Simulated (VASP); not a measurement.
# Nb: relaxation of cell and atoms with PBE

Nb:

```
CELL_PARAMETERS angstrom
-1.66395 1.66395 1.66395
1.66395 -1.66395 1.66395
1.66395 1.66395 -1.66395
ATOMIC_POSITIONS crystal
Nb 0.00000 0.00000 0.00000
```

```yaml
Program: VASP 6.6.1
Task: relaxation of cell and atoms
Functional: PBE
Potentials_or_basis: VASP PAW PBE potentials, release 64 (Nb_sv)
Cutoff: 600 eV
k_mesh: 20 × 20 × 20
Occupations: fermi-dirac, width 0.1 eV
Spin: no spin polarisation
Dipole_correction: no
Further_INCAR_settings: ALGO = Normal; EDIFF = 1e-06; IBRION = 2; EDIFFG = -0.03; NSW = 80; ISIF = 3
```

- Relaxed volume: 18.12 Å³/atom
- Relaxed cell: a = 2.866 Å, b = 2.866 Å, c = 2.866 Å, α = 109.47°, β = 109.47°, γ = 109.47°
- Space group after relaxing (to 0.05 Å): Im-3m (No. 229)
- Energy gained by relaxing: 2.7 meV/atom
- Ionic steps: 3
- Pressure after relaxing: 0.0 GPa

Step by step:
```csv
step,energy change (eV),largest force (eV/Å),pressure (GPa),volume (Å³)
1,0.0000,0.0000,-2.76,18.43
2,0.0057,0.0000,5.26,17.59
3,-0.0027,0.0000,-0.02,18.12
```

Final structure:
```yaml
crystal:
  lattice:
    - [-1.65470, 1.65470, 1.65470]
    - [1.65470, -1.65470, 1.65470]
    - [1.65470, 1.65470, -1.65470]
  atoms:
    - { symbol: Nb, position: [0.00000, 0.00000, 0.00000] }
```

Levels at points of the mesh, in eV from the Fermi level:
| k point | band 4 | band 5 | band 6 | band 7 | band 8 | band 9 |
| --- | --- | --- | --- | --- | --- | --- |
| (0.00, 0.00, 0.00) | -29.70 | -5.96 | 0.35 | 0.35 | 0.35 | 3.24 |
| (0.50, 0.00, 0.00) | -29.72 | -3.72 | -1.66 | 2.23 | 3.27 | 3.94 |
| (0.50, 0.50, 0.50) | -30.62 | -3.71 | -3.71 | 5.54 | 5.54 | 5.54 |

Run time: 33 s on 1 thread of Intel(R) Xeon(R) 6975P-C (Granite Rapids), on a shared host, peak memory 0.19 GiB.
